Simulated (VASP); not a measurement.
# HoO3 (Fm-3m) in VASP: notebook, part 2 of 2

VASP 6.6.1. The steps go on from the part before.

## 3. Single point, PBE

This run uses another cell than the first one, of 12.23 Å³/atom.

Input file INCAR:

```
SYSTEM = HoO3
ALGO = Normal ; EDIFF = 1E-6
ENCUT = 600 ; GGA = PE
GGA_COMPAT = .FALSE. ; ISIF = 2
ISMEAR = 0 ; LASPH = .TRUE.
LCHARG = .FALSE. ; LMAXMIX = 6
LREAL = .FALSE. ; LWAVE = .FALSE.
NBANDS = 22 ; NELM = 200
PREC = Accurate ; SIGMA = 0.1
```

Input file KPOINTS:

```
k-points
0
G
  6 6 6
  0 0 0
```

Input file POSCAR:

```
HoO3
1.0
    0.0000000000      2.9031335200      2.9031335200
    2.9031335200      0.0000000000      2.9031335200
    2.9031335200      2.9031335200      0.0000000000
Ho O
1 3
Direct
    0.0000000000      0.0000000000      0.0000000000
    0.2500000000      0.2500000000      0.2500000000
    0.7500000000      0.7500000000      0.7500000000
    0.5000000000      0.5000000000      0.5000000000
```

Potentials or basis: VASP PAW PBE potentials, release 64 (Ho_3, O), 4f in core.

Started as:

```sh
$ cat potpaw_PBE.64/Ho_3/POTCAR potpaw_PBE.64/O/POTCAR > POTCAR
$ mpirun -np 1 vasp_std > vasp.out
```

OUTCAR:

```text
SYSTEM = HoO3
   EDIFF = 1E-6
   ENCUT = 600
   GGA = PE
   ISIF = 2
   ISMEAR = 0
   LASPH = .TRUE.
   LREAL = .FALSE.
   NELM = 200
   PREC = Accurate

 ion  position               nearest neighbor table
   1  0.000  0.000  0.000-   3 2.51   3 2.51   3 2.51   2 2.51   2 2.51   2 2.51   3 2.51   2 2.51

   2  0.250  0.250  0.250-   1 2.51   1 2.51   1 2.51   1 2.51
   3  0.750  0.750  0.750-   1 2.51   1 2.51   1 2.51   1 2.51
   4  0.500  0.500  0.500-

  LATTYP: Found a face centered cubic cell.
 ALAT       =     5.8062670400

  Lattice vectors:

 A1 = (   0.0000000000,   2.9031335200,   2.9031335200)
 A2 = (   2.9031335200,   0.0000000000,   2.9031335200)
 A3 = (   2.9031335200,   2.9031335200,   0.0000000000)

Analysis of symmetry for initial positions (statically):
=====================================================================
 Subroutine PRICEL returns:
 Original cell was already a primitive cell.

 Routine SETGRP: Setting up the symmetry group for a
[... 160 lines left out ...]
  free energy    TOTEN  =       -24.16685821 eV

  energy without entropy =      -24.11647275  energy(sigma->0) =      -24.14166548

 E-fermi :   1.6530     XC(G=0): -11.1405

 val. band max:        1.6240350714   @ k =   0.5000   0.1667   0.0000
 cond. band min:       1.6541513140   @ k =  -0.1667   0.1667   0.0000
 fundamental gap:      0.0301162426
 Fermi energy:         1.6530084101

 k-point     1 :       0.0000    0.0000    0.0000
  band No.  band energies     occupation
      1     -20.4042      2.00000
      2     -20.4042      2.00000
      3     -20.4042      2.00000
      4     -16.1015      2.00000
      5     -13.9026      2.00000
      6     -13.4542      2.00000
[... 389 lines left out ...]
     21      12.8856      0.00000
     22      16.0161      0.00000

------------------------ aborting loop because EDIFF is reached ----------------------------------------

  FORCE on cell =-STRESS in cart. coord.  units (eV):
  Direction    XX          YY          ZZ          XY          YZ          ZX
  --------------------------------------------------------------------------------------
  -------------------------------------------------------------------------------------
  Total       -5.1165420     -5.1165420     -5.1165420     -0.0000000      0.0000000      0.0000000
  in kB     -167.5159256   -167.5159256   -167.5159256     -0.0000000      0.0000000      0.0000000
  external PRESSURE =    -167.5159256 kB  Pullay stress =       0.0000000 kB

 VOLUME and BASIS-vectors are now :
 -----------------------------------------------------------------------------
  energy-cutoff  :      600.00
  volume of cell :       48.94
      direct lattice vectors                 reciprocal lattice vectors
     0.000000000  2.903133520  2.903133520    -0.172227697  0.172227697  0.172227697
     2.903133520  0.000000000  2.903133520     0.172227697 -0.172227697  0.172227697
     2.903133520  2.903133520  0.000000000     0.172227697  0.172227697 -0.172227697

 POSITION                                       TOTAL-FORCE (eV/Angst)
 -----------------------------------------------------------------------------------
      0.00000      0.00000      0.00000         0.000000      0.000000     -0.000000
      1.45157      1.45157      1.45157        -0.000000     -0.000000     -0.000000
      4.35470      4.35470      4.35470         0.000000     -0.000000      0.000000
      2.90313      2.90313      2.90313         0.000000      0.000000     -0.000000
 -----------------------------------------------------------------------------------
    total drift:                                0.000000      0.000000      0.000000

  FREE ENERGIE OF THE ION-ELECTRON SYSTEM (eV)
  ---------------------------------------------------
  free  energy   TOTEN  =       -24.1668582141 eV

  energy  without entropy=      -24.1164727508  energy(sigma->0) =      -24.14166548
```

stdout:

```text
POSCAR found type information on POSCAR HoO
 POSCAR found :  2 types and       4 ions
 scaLAPACK will be used
 LDA part: xc-table for (Slater+PW92), standard interpolation
 POSCAR, INCAR and KPOINTS ok, starting setup
 FFT: planning ... GRIDC
 FFT: planning ... GRID_SOFT
 FFT: planning ... GRID
 WAVECAR not read
 entering main loop
```

It took 36 s on 1 thread of Intel Xeon Platinum 8259CL at 2.50GHz (Skylake/Cascade Lake), shared host; peak memory 0.21 GiB.

What came out:

* Free energy: -24.1669 eV
* Pressure: -16.8 GPa
* Band gap on the k mesh: zero (an odd number of electrons rules out a gap without spin polarisation)

Caveat: the cell stands under tension; spin-orbit coupling is left out, which moves the levels of the heavy elements; the 4f electrons are frozen in the core, so they carry no moment and show no levels; an odd number of electrons without spin polarisation forces a metal; a magnetic or distorted state may lie lower; the run has no spin polarisation, though such a crystal can be magnetic.

## 4. Relaxation of cell and atoms, PBE

This run uses another cell than the first one, of 12.23 Å³/atom.

Input file INCAR:

```
SYSTEM = HoO3
  PREC = Accurate
  ENCUT = 600
  EDIFF = 1E-7
  ISMEAR = 0
  SIGMA = 0.1
  LREAL = .False.
  LASPH = .True.
  NELM = 200
  ALGO = Normal
  ISIF = 3
  LWAVE = .False.
  LCHARG = .False.
  GGA = PE
  IBRION = 2
  NSW = 90
  EDIFFG = -0.04
  GGA_COMPAT = .False.
  NELMIN = 4
  LMAXMIX = 6
```

Input file KPOINTS:

```
regular mesh
0
Gamma
  6 6 6
  0 0 0
```

POSCAR is that of step 3.

Started as:

```sh
$ cat potpaw_PBE.64/Ho_3/POTCAR potpaw_PBE.64/O/POTCAR > POTCAR
$ mpirun -np 1 vasp_std > vasp.out
```

It took 78 s on 1 thread of Intel Xeon Platinum 8259CL at 2.50GHz (Skylake/Cascade Lake), shared host; peak memory 0.23 GiB.

It converged, with:

```
Free energy                           : -24.5681 eV
Relaxed volume                        : 10.56 Å³/atom
Relaxed cell                          : a = 3.909 Å, b = 3.909 Å, c = 3.909 Å, α = 60.00°, β = 60.00°, γ = 60.00°
Space group after relaxing (to 0.1 Å) : Fm-3m (No. 225)
Energy gained by relaxing             : 100.3 meV/atom
Ionic steps                           : 3
Pressure after relaxing               : 0.0 GPa
Band gap on the k mesh                : zero (an odd number of electrons rules out a gap without spin polarisation)
```

Step by step:
| step | energy change (eV) | largest force (eV/Å) | pressure (GPa) | volume (Å³) |
| --- | --- | --- | --- | --- |
| 1 | 0.0000 | 0.0000 | -16.76 | 48.94 |
| 2 | -0.3598 | 0.0000 | 7.63 | 40.42 |
| 3 | -0.4012 | 0.0000 | 0.03 | 42.22 |

Final structure:
```xyz
4
Lattice="0.0000 2.7638 2.7638 2.7638 0.0000 2.7638 2.7638 2.7638 0.0000" Properties=species:S:1:pos:R:3 pbc="T T T"
Ho    0.0000    0.0000    0.0000
O     1.3819    1.3819    1.3819
O     4.1456    4.1456    4.1456
O     2.7638    2.7638    2.7638
```

Levels at points of the mesh, in eV from the Fermi level:
```
           k point  band 11  band 12  band 13  band 14  band 15  band 16
(0.00, 0.00, 0.00)    -2.73    -2.73     0.36     0.36     0.36     5.54
(0.50, 0.00, 0.00)    -1.50    -1.33    -0.41    -0.41     0.07     7.91
(0.50, 0.50, 0.00)    -1.15    -1.15    -0.37     0.32     0.32     6.89
```

Caveat: spin-orbit coupling is left out, which moves the levels of the heavy elements; the 4f electrons are frozen in the core, so they carry no moment and show no levels; an odd number of electrons without spin polarisation forces a metal; a magnetic or distorted state may lie lower; the run has no spin polarisation, though such a crystal can be magnetic. With open d or f shells a metallic result of PBE can be an artefact of self-interaction; +U or a hybrid may open a gap.

## 5. Overview

| task | cell | gap on the mesh (eV) | pressure (GPa) |
| --- | --- | --- | --- |
| single point | a = 3.910 Å, angles 60.0°, 4 atoms | none | 0.0 |
| single point | a = 4.106 Å, angles 60.0°, 4 atoms | none | -16.8 |
| relaxation of cell and atoms | relaxed from a = 4.106 Å, angles 60.0°, 4 atoms | none | 0.0 |

Alike in all rows: level PBE; potentials or basis VASP PAW PBE potentials, release 64 (Ho_3, O), 4f in core; no spin polarisation; k mesh 6 × 6 × 6; cutoff (eV) 600; smearing gaussian 0.1 eV.

Caveats: spin-orbit coupling is left out, which moves the levels of the heavy elements; the 4f electrons are frozen in the core, so they carry no moment and show no levels; an odd number of electrons without spin polarisation forces a metal; a magnetic or distorted state may lie lower; the run has no spin polarisation, though such a crystal can be magnetic; the cell stands under tension (at least some runs).

Absolute energies hang on the potentials; compare differences alone.

The gap in the log of VASP goes by the Fermi energy; the results here count the filled bands.